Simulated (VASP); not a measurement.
# Ti3Al2 in VASP: further runs

Ti3Al2 is run at these levels: PBE; tasks: relaxation of cell and atoms, single point.

Everything below comes from runs of VASP 6.6.1. Logs are shortened: lines on timing, memory, paths and dates and some standing lists are left out, and cuts for length are marked.

### 1 The cell of the first run

The structure is cubic, space group Fm-3m (No. 225). Conventional cell: a = 8.477 Å, b = 8.477 Å, c = 8.477 Å, α = 90.00°, β = 90.00°, γ = 90.00°. Within 2.8 Å of Ti (site symmetry 4mm) lie 2 Al at 2.08 to 2.16 Å. Within 3.9 Å of Al (site symmetry -43m) lie 12 Ti at 3.00 Å and 8 Al at 3.67 Å. Al (site symmetry m-3m) has 6 Ti at 2.08 Å within 2.8 Å. Within 2.9 Å of Al (site symmetry m-3m) lie 6 Ti at 2.16 Å.

The cell was generated, and may not be a known phase.

### 2 Relaxation of cell and atoms, PBE

The input, INCAR:

```
ALGO     = Normal         # electronic algorithm
EDIFF    = 1E-6           # SCF threshold, eV
EDIFFG   = -0.04          # ionic threshold
ENCUT    = 600            # plane-wave cutoff, eV
GGA      = PE             # functional
IBRION   = 2              # ionic algorithm
ISIF     = 3              # what is computed and relaxed
ISMEAR   = 0              # smearing method
LASPH    = True           # aspherical terms in the spheres
LCHARG   = False          # write CHGCAR
LREAL    = False          # projectors in reciprocal space
LWAVE    = False          # write WAVECAR
NELM     = 80             # most SCF steps
NSW      = 90             # ionic steps
PREC     = Accurate       # precision mode
SIGMA    = 0.1            # smearing width, eV
```

The input, KPOINTS:

```
k-points
0
Gamma
  4 4 4
```

The input, POSCAR:

```
Ti3Al2
1.0
    0.0000000000      4.2383469000      4.2383469000
    4.2383469000      0.0000000000      4.2383469000
    4.2383469000      4.2383469000      0.0000000000
Ti Al
6 4
Direct
    0.2453739700      0.7546260300      0.7546260300
    0.7546260300      0.2453739700      0.2453739700
    0.7546260300      0.2453739700      0.7546260300
    0.2453739700      0.7546260300      0.2453739700
    0.7546260300      0.7546260300      0.2453739700
    0.2453739700      0.2453739700      0.7546260300
    0.2500000000      0.2500000000      0.2500000000
    0.7500000000      0.7500000000      0.7500000000
    0.0000000000      0.0000000000      0.0000000000
    0.5000000000      0.5000000000      0.5000000000
```

Potentials or basis: VASP PAW PBE potentials, release 64 (Ti_sv, Al).

Command:

```
> cat potpaw_PBE.64/Ti_sv/POTCAR potpaw_PBE.64/Al/POTCAR > POTCAR
> mpirun -np 1 vasp_std > vasp.out
```

OUTCAR:

```text
EDIFF = 1E-6
   EDIFFG = -0.04
   ENCUT = 600
   GGA = PE
   IBRION = 2
   ISIF = 3
   ISMEAR = 0
   LASPH = True
   LREAL = False
   NELM = 80
   NSW = 90
   PREC = Accurate

 ion  position               nearest neighbor table
   1  0.245  0.755  0.755-   9 2.08  10 2.16   8 3.00   8 3.00   7 3.00   7 3.00
   2  0.755  0.245  0.245-   9 2.08  10 2.16   7 3.00   8 3.00   8 3.00   7 3.00
   3  0.755  0.245  0.755-   9 2.08  10 2.16   8 3.00   8 3.00   7 3.00   7 3.00
   4  0.245  0.755  0.245-   9 2.08  10 2.16   7 3.00   8 3.00   8 3.00   7 3.00
   5  0.755  0.755  0.245-   9 2.08  10 2.16   8 3.00   8 3.00   7 3.00   7 3.00
   6  0.245  0.245  0.755-   9 2.08  10 2.16   7 3.00   8 3.00   8 3.00   7 3.00
   7  0.250  0.250  0.250-   2 3.00   3 3.00   5 3.00   1 3.00   4 3.00   5 3.00   1 3.00   3 3.00
                             6 3.00   2 3.00   4 3.00   6 3.00
   8  0.750  0.750  0.750-   1 3.00   3 3.00   5 3.00   2 3.00   4 3.00   5 3.00   2 3.00   3 3.00
                             6 3.00   1 3.00   4 3.00   6 3.00
   9  0.000  0.000  0.000-   1 2.08   2 2.08   3 2.08   4 2.08   5 2.08   6 2.08
  10  0.500  0.500  0.500-   1 2.16   2 2.16   3 2.16   4 2.16   5 2.16   6 2.16

  LATTYP: Found a face centered cubic cell.
 ALAT       =     8.4766938000

  Lattice vectors:

 A1 = (   0.0000000000,   4.2383469000,   4.2383469000)
 A2 = (   4.2383469000,   0.0000000000,   4.2383469000)
 A3 = (   4.2383469000,   4.2383469000,   0.0000000000)

Analysis of symmetry for initial positions (statically):
=====================================================================
 Subroutine PRICEL returns:
 Original cell was already a primitive cell.

 Routine SETGRP: Setting up the symmetry group for a
 face centered cubic supercell.

 Subroutine GETGRP returns: Found 48 space group operations
 (whereof 48 operations were pure point group operations)
 out of a pool of 48 trial point group operations.

The static configuration has the point symmetry O_h .

Analysis of symmetry for dynamics (positions and initial velocities):
=====================================================================
 Subroutine PRICEL returns:
 Original cell was already a primitive cell.

 Routine SETGRP: Setting up the symmetry group for a
 face centered cubic supercell.

 Subroutine GETGRP returns: Found 48 space group operations
 (whereof 48 operations were pure point group operations)
 out of a pool of 48 trial point group operations.

The dynamic configuration has the point symmetry O_h .

 Subroutine INISYM returns: Found 48 space group operations
 (whereof 48 operations are pure point group operations),
 and found     1 'primitive' translations

----------------------------------------------------------------------------------------

                                     Primitive cell

  volume of cell :     152.2718

  direct lattice vectors                    reciprocal lattice vectors
     0.000000000  4.238346900  4.238346900    -0.117970523  0.117970523  0.117970523
     4.238346900  0.000000000  4.238346900     0.117970523 -0.117970523  0.117970523
     4.238346900  4.238346900  0.000000000     0.117970523  0.117970523 -0.117970523

  length of vectors
     5.993927668  5.993927668  5.993927668     0.204330939  0.204330939  0.204330939

  position of ions in fractional coordinates (direct lattice)
     0.245373970  0.754626030  0.754626030
     0.754626030  0.245373970  0.245373970
     0.754626030  0.245373970  0.754626030
     0.245373970  0.754626030  0.245373970
     0.754626030  0.754626030  0.245373970
     0.245373970  0.245373970  0.754626030
     0.250000000  0.250000000  0.250000000
     0.750000000  0.750000000  0.750000000
     0.000000000  0.000000000  0.000000000
     0.500000000  0.500000000  0.500000000

  ion indices of the primitive-cell ions
   primitive index   ion index
                 1           1
                 2           2
                 3           3
                 4           4
                 5           5
                 6           6
                 7           7
                 8           8
                 9           9
                10          10

----------------------------------------------------------------------------------------

 KPOINTS: k-points

Automatic generation of k-mesh.
 Grid dimensions read from file:
 generate k-points for:    4    4    4

 Generating k-lattice:

  Cartesian coordinates                     Fractional coordinates (reciprocal lattice)
    -0.029492631  0.029492631  0.029492631     0.250000000  0.000000000  0.000000000
     0.029492631 -0.029492631  0.029492631     0.000000000  0.250000000  0.000000000
     0.029492631  0.029492631 -0.029492631     0.000000000  0.000000000  0.250000000

  Length of vectors
     0.051082735  0.051082735  0.051082735

  Shift w.r.t. Gamma in fractional coordinates (k-lattice)
     0.000000000  0.000000000  0.000000000

 Subroutine IBZKPT returns following result:
 ===========================================

 Found      8 irreducible k-points:

 Following reciprocal coordinates:
            Coordinates               Weight
  0.000000  0.000000  0.000000      1.000000
  0.250000  0.000000  0.000000      8.000000
  0.500000  0.000000  0.000000      4.000000
  0.250000  0.250000  0.000000      6.000000
  0.500000  0.250000  0.000000     24.000000
 -0.250000  0.250000  0.000000     12.000000
  0.500000  0.500000  0.000000      3.000000
 -0.250000  0.500000  0.250000      6.000000
   k-points           NKPTS =      8   k-points in BZ     NKDIM =      8   number of bands    NBANDS=     50
   number of dos      NEDOS =    301   number of ions     NIONS =     10
   total plane-waves  NPLWV = 110592
   dimension x,y,z NGX =    48 NGY =   48 NGZ =   48
   dimension x,y,z NGXF=    96 NGYF=   96 NGZF=   96
   ions per type =               6   4
   NGX,Y,Z   is equivalent  to a cutoff of  13.31, 13.31, 13.31 a.u.
   NGXF,Y,Z  is equivalent  to a cutoff of  26.63, 26.63, 26.63 a.u.
 SYSTEM =  unknown system
   PREC   = accura    normal or accurate (medium, high low for compatibility)
   ISTART =      0    job   : 0-new  1-cont  2-samecut
   ICHARG =      2    charge: 1-file 2-atom 10-const
   ISPIN  =      1    spin polarized calculation?
   LNONCOLLINEAR =      F non collinear calculations
   LSORBIT =      F    spin-orbit coupling
   LASPH  =      T    aspherical Exc in radial PAW
   ENCUT  =  600.0 eV  44.10 Ry    6.64 a.u.  11.97 11.97 11.97*2*pi/ulx,y,z
   NELM   =     80;   NELMIN=  2; NELMDL= -5     # of ELM steps
   EDIFF  = 0.1E-05   stopping-criterion for ELM
   LREAL  =      F    real-space projection
   EDIFFG = -.4E-01   stopping-criterion for IOM
   NSW    =     90    number of steps for IOM
   IBRION =      2    ionic relax: 0-MD 1-quasi-New 2-CG
   NFREE  =      1    steps in history (QN), initial steepest desc. (CG)
   ISIF   =      3    stress and relaxation
   ISYM   =      2    0-nonsym 1-usesym 2-fastsym
   POTIM  = 0.5000    time-step for ionic-motion
   TEBEG  =    0.0;   TEEND  =   0.0 temperature during run
   PSTRESS=    0.0 pullay stress
   NELECT =      84.0000    total number of electrons
   NUPDOWN=      -1.0000    fix difference up-down
   EMIN   =  10.00;   EMAX   =-10.00  energy-range for DOS
   EFERMI =   0.00;   METHOD = LEGACY
   ISMEAR =     0;   SIGMA  =   0.10  broadening in eV -4-tet -1-fermi 0-gaus
   EFERMI_NEDOS =   21; number of points for ismear=-14 and -15
   IALGO  =     38    algorithm
   IMIX   =      4    mixing-type and parameters
     AMIX     =   0.40;   BMIX     =  1.00
     AMIX_MAG =   1.60;   BMIX_MAG =  1.00
  volume/ion in A,a.u.               =      15.23       102.76
  Fermi-wavevector in a.u.,A,eV,Ry     =   1.342646  2.537232 24.527188  1.802697
  Thomas-Fermi vector in A             =   2.470783
   LORBIT       =      0    0 simple, 1 ext, 2 COOP (PROOUT), +10 PAW based schemes
   GGA     = PE    functional components
   LHFCALC =     F    Hartree Fock is set to
   AEXX    =    0.0000 exact exchange contribution
   IVDW    =     0    specifies the selected vdW correction
   LEPSILON=     F    determine dielectric tensor
   LRPA    =     F    only Hartree local field effects (RPA)
 conjugate gradient relaxation of ions
 non-spin polarized calculation
 Gauss-broadening in eV      SIGMA  =   0.10
  energy-cutoff  :      600.00
  volume of cell :      152.27
 maximum number of plane-waves:      5104
   NGX = 23   NGY = 23   NGZ = 23

--------------------------------------- Ionic step        1  -------------------------------------------

 number of electron      83.9999988 magnetization

 Free energy of the ion-electron system (eV)
  ---------------------------------------------------
  ext. energy  EPLUGINS =         0.00000000
  ---------------------------------------------------
  free energy    TOTEN  =       -50.60315366 eV

  energy without entropy =      -50.54437720  energy(sigma->0) =      -50.57376543

------------------------ aborting loop because EDIFF is reached ----------------------------------------

  FORCE on cell =-STRESS in cart. coord.  units (eV):
  Direction    XX          YY          ZZ          XY          YZ          ZX
  --------------------------------------------------------------------------------------
  -------------------------------------------------------------------------------------
  Total       38.0606547     38.0606547     38.0606547     -0.0000000     -0.0000000      0.0000000
  in kB      400.4675599    400.4675599    400.4675599     -0.0000000     -0.0000000      0.0000000
  external PRESSURE =     400.4675599 kB  Pullay stress =       0.0000000 kB
[... 29 lines left out ...]
  energy  without entropy=      -50.5443771992  energy(sigma->0) =      -50.57376543

--------------------------------------- Ionic step        2  -------------------------------------------

 number of electron      83.9999957 magnetization

 E-fermi :   4.3035     XC(G=0):  -9.2586

 val. band max:        4.2626866418   @ k =   0.5000   0.0000   0.0000
 cond. band min:       4.3154329799   @ k =  -0.2500   0.2500   0.0000
 fundamental gap:      0.0527463381
 Fermi energy:         4.3035460460

 k-point     1 :       0.0000    0.0000    0.0000
  band No.  band energies     occupation
      1     -53.1516      2.00000
      2     -53.1454      2.00000
      3     -53.1454      2.00000
      4     -53.1454      2.00000
      5     -53.1424      2.00000
      6     -53.1424      2.00000
[... 542 lines left out ...]
  energy  without entropy=      -55.8789350102  energy(sigma->0) =      -55.91395012

--------------------------------------- Ionic step        5  -------------------------------------------

 number of electron      84.0000019 magnetization

 Free energy of the ion-electron system (eV)
  ---------------------------------------------------
  ext. energy  EPLUGINS =         0.00000000
  ---------------------------------------------------
  free energy    TOTEN  =       -55.95250926 eV

  energy without entropy =      -55.88215400  energy(sigma->0) =      -55.91733163

 E-fermi :   5.9124     XC(G=0): -10.0873

 val. band max:        5.9107045958   @ k =   0.5000   0.0000   0.0000
 cond. band min:       5.9174494201   @ k =   0.5000   0.2500   0.0000
 fundamental gap:      0.0067448243
 Fermi energy:         5.9123662561

 k-point     1 :       0.0000    0.0000    0.0000
  band No.  band energies     occupation
      1     -51.1395      2.00000
      2     -51.1221      2.00000
      3     -51.1221      2.00000
      4     -51.1221      2.00000
      5     -51.1142      2.00000
      6     -51.1142      2.00000
[... 450 lines left out ...]
  FREE ENERGIE OF THE ION-ELECTRON SYSTEM (eV)
  ---------------------------------------------------
  free  energy   TOTEN  =       -55.9525092557 eV

  energy  without entropy=      -55.8821540044  energy(sigma->0) =      -55.91733163

 reached required accuracy - stopping structural energy minimisation
```

Wall time 4.9 min (1 thread of Intel Xeon 6975P-C (Granite Rapids), shared host); peak memory 0.35 GiB.

Results:

| Item | Value |
| --- | --- |
| Free energy | -55.9525 eV |
| Relaxed volume | 20.44 Å³/atom |
| Relaxed cell | a = 6.612 Å, b = 6.612 Å, c = 6.612 Å, α = 60.00°, β = 60.00°, γ = 60.00° |
| Space group after relaxing (to 0.1 Å) | Pm-3m (No. 221) |
| Energy gained by relaxing | 534.9 meV/atom |
| Ionic steps | 5 |
| Pressure after relaxing | 0.2 GPa |
| Largest force after relaxing | 0.026 eV/Å |
| Band gap on the k mesh | zero (bands 42 and 43 overlap by 0.10 eV) |

Forces in eV/Å, atoms in the order of the input:
```
Ti   0.026  0.000  0.000
Ti  -0.026  0.000  0.000
Ti   0.000  0.026  0.000
Ti   0.000 -0.026  0.000
Ti   0.000  0.000  0.026
Ti   0.000  0.000 -0.026
Al   0.000  0.000  0.000
Al   0.000  0.000  0.000
Al   0.000  0.000  0.000
Al   0.000  0.000  0.000
```

Step by step:
| step | energy change (eV) | largest force (eV/Å) | pressure (GPa) | volume (Å³) |
| --- | --- | --- | --- | --- |
| 1 | 0.0000 | 1.5355 | 40.05 | 152.27 |
| 2 | -3.4608 | 0.3157 | -10.37 | 252.49 |
| 3 | -5.3459 | 0.1428 | -0.10 | 205.23 |
| 4 | -5.3458 | 0.1311 | 0.33 | 204.07 |
| 5 | -5.3494 | 0.0258 | 0.20 | 204.42 |

Final structure:
```yaml
crystal:
  lattice:
    - [0.00000, 4.67550, 4.67550]
    - [4.67550, 0.00000, 4.67550]
    - [4.67550, 4.67550, 0.00000]
  atoms:
    - { symbol: Ti, position: [0.25017, 0.74983, 0.74983] }
    - { symbol: Ti, position: [0.74983, 0.25017, 0.25017] }
    - { symbol: Ti, position: [0.74983, 0.25017, 0.74983] }
    - { symbol: Ti, position: [0.25017, 0.74983, 0.25017] }
    - { symbol: Ti, position: [0.74983, 0.74983, 0.25017] }
    - { symbol: Ti, position: [0.25017, 0.25017, 0.74983] }
    - { symbol: Al, position: [0.25000, 0.25000, 0.25000] }
    - { symbol: Al, position: [0.75000, 0.75000, 0.75000] }
    - { symbol: Al, position: [0.00000, 0.00000, 0.00000] }
    - { symbol: Al, position: [0.50000, 0.50000, 0.50000] }
```

Levels at points of the mesh, in eV from the Fermi level:
| k point | band 39 | band 40 | band 41 | band 42 | band 43 | band 44 | band 45 | band 46 |
| --- | --- | --- | --- | --- | --- | --- | --- | --- |
| (0.00, 0.00, 0.00) | -0.85 | -0.45 | -0.45 | -0.45 | 0.54 | 0.54 | 0.54 | 0.64 |
| (0.50, 0.00, 0.00) | -0.83 | -0.83 | 0.00 | 0.00 | 0.00 | 0.00 | 0.93 | 0.93 |
| (0.50, 0.50, 0.00) | -0.77 | -0.77 | -0.74 | -0.02 | -0.02 | 0.03 | 0.69 | 0.69 |

Caveat: the volume moved by over 15 % at a fixed basis, so the end points are rough.

### 3 Single point, PBE

This run uses another cell than the first one, of 20.49 Å³/atom.

The input, INCAR:

```
ALGO = Fast
EDIFF = 1E-6
ENCUT = 520
GGA = PE
ISIF = 2
ISMEAR = 0
LASPH = T
LCHARG = F
LREAL = F
LWAVE = F
NBANDS = 53
NELM = 80
PREC = Accurate
SIGMA = 0.2
```

The input, KPOINTS:

```
k-points
0
Gamma
  6 6 4
```

The input, POSCAR:

```
Ti3Al2
1.0
   -4.6793316807      0.0000000000      0.0000000000
    0.0000000000      0.0000000000     -4.6793316807
    0.0000000000     -9.3586633615      0.0000000000
Ti Al
6 4
Direct
    0.5000000000      0.0000000000      0.5000000000
    0.5000000000      0.0000000000      0.0000000000
    1.0000000000      0.0000000000      0.7500000000
    1.0000000000      0.0000000000      0.2500000000
    1.0000000000      0.5000000000      0.5000000000
    1.0000000000      0.5000000000      0.0000000000
    0.5000000000      0.5000000000      0.7500000000
    0.5000000000      0.5000000000      0.2500000000
    1.0000000000      0.0000000000      0.5000000000
    1.0000000000      0.0000000000      0.0000000000
```

Potentials or basis: VASP PAW PBE potentials, release 64 (Ti_sv, Al).

Command:

```
> cat potpaw_PBE.64/Ti_sv/POTCAR potpaw_PBE.64/Al/POTCAR > POTCAR
> mpirun -np 1 vasp_std > vasp.out
```

It took 14 min on 1 thread of Intel Xeon 6975P-C (Granite Rapids), shared host; peak memory 0.44 GiB.

The run converged. Its results:

- Free energy: -56.0541 eV
- Pressure: 0.1 GPa
- Band gap on the k mesh: zero (bands 42 and 43 overlap by 0.82 eV)

Levels at points of the mesh, in eV from the Fermi level:
| k point | band 40 | band 41 | band 42 | band 43 | band 44 | band 45 |
| --- | --- | --- | --- | --- | --- | --- |
| (0.00, 0.00, 0.00) | -0.82 | -0.45 | -0.45 | -0.45 | 0.04 | 0.71 |
| (0.50, 0.00, 0.00) | -0.77 | -0.73 | -0.02 | -0.02 | 0.04 | 0.69 |
| (0.50, 0.50, 0.00) | -0.73 | -0.02 | -0.02 | 0.54 | 0.54 | 0.54 |
| (0.00, 0.00, 0.50) | -0.67 | -0.49 | -0.49 | -0.25 | -0.25 | 0.67 |
| (0.50, 0.00, 0.50) | -0.60 | -0.33 | -0.33 | 0.31 | 0.31 | 0.33 |
| (0.50, 0.50, 0.50) | -0.92 | 0.37 | 0.37 | 0.37 | 0.37 | 0.71 |
